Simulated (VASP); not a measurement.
Set up this calculation in VASP 6.6.1, as the native input.

* Task: single point
* Functional: PBE0
* Potentials or basis: VASP PAW PBE potentials, release 64 (Al)
* Cutoff: 520 eV
* k mesh: 6 × 6 × 3
* Occupations: fermi-dirac, width 0.05 eV
* Spin: no spin polarisation
* Dipole correction: no
* Grid for exact exchange (PRECFOCK): Normal
* Further INCAR settings: ALGO = Normal; EDIFF = 1e-07; NBANDS = 10

Al:

```
Al
1.0
     2.81246    0.00000    0.00000
    -1.40623    2.43566    0.00000
     0.00000    0.00000    4.86685
Al
2
Direct
  0.33333 0.66667 0.25000
  0.66667 0.33333 0.75000
```

These files were run (other wordings do the same):

POSCAR

```
Al
1.0
    2.8124553515      0.0000000000      0.0000000000
   -1.4062276757      2.4356577814      0.0000000000
    0.0000000000      0.0000000000      4.8668500000
Al
2
Direct
    0.3333333333      0.6666666667      0.2500000000
    0.6666666667      0.3333333333      0.7500000000
```

INCAR.step1

```
SYSTEM = Al
ALGO = Normal
EDIFF = 1E-5
ENCUT = 520
GGA = PE
ISIF = 2
ISMEAR = -1
LASPH = .TRUE.
LCHARG = .FALSE.
LREAL = .FALSE.
LWAVE = .TRUE.
NBANDS = 10
NELM = 100
PREC = Accurate
SIGMA = 0.05
```

INCAR.step2

```
SYSTEM = Al
AEXX = 0.25
ALGO = Normal
EDIFF = 1E-7
ENCUT = 520
GGA = PE
ISIF = 2
ISMEAR = -1
ISTART = 1
LASPH = .TRUE.
LCHARG = .FALSE.
LHFCALC = .TRUE.
LREAL = .FALSE.
LWAVE = .FALSE.
NBANDS = 10
NELM = 100
PREC = Accurate
PRECFOCK = Normal
SIGMA = 0.05
```

KPOINTS

```
k-points
0
G
  6 6 3
  0 0 0
```

Potentials or basis: VASP PAW PBE potentials, release 64 (Al).

Command:

```sh
$ cat potpaw_PBE.64/Al/POTCAR > POTCAR
$ cp INCAR.step1 INCAR
$ mpirun -np 1 vasp_std > vasp.out
$ cp INCAR.step2 INCAR
$ mpirun -np 1 vasp_std > vasp.out
```

Results of the run:

```json
{
 "Pressure": "0.9 GPa",
 "Band gap on the k mesh": "zero (band 3 reaches 9.92 eV, above the bottom of band 4 at 5.05 eV)"
}
```

Caveat: the k points lie up to 0.43 Å⁻¹ apart; the PAW data sets were made with another functional, which shifts forces and pressure a little.

It took 80 s on 1 thread of Intel(R) Xeon(R) Platinum 8559C (Emerald Rapids), on a shared host, peak memory 0.16 GiB.
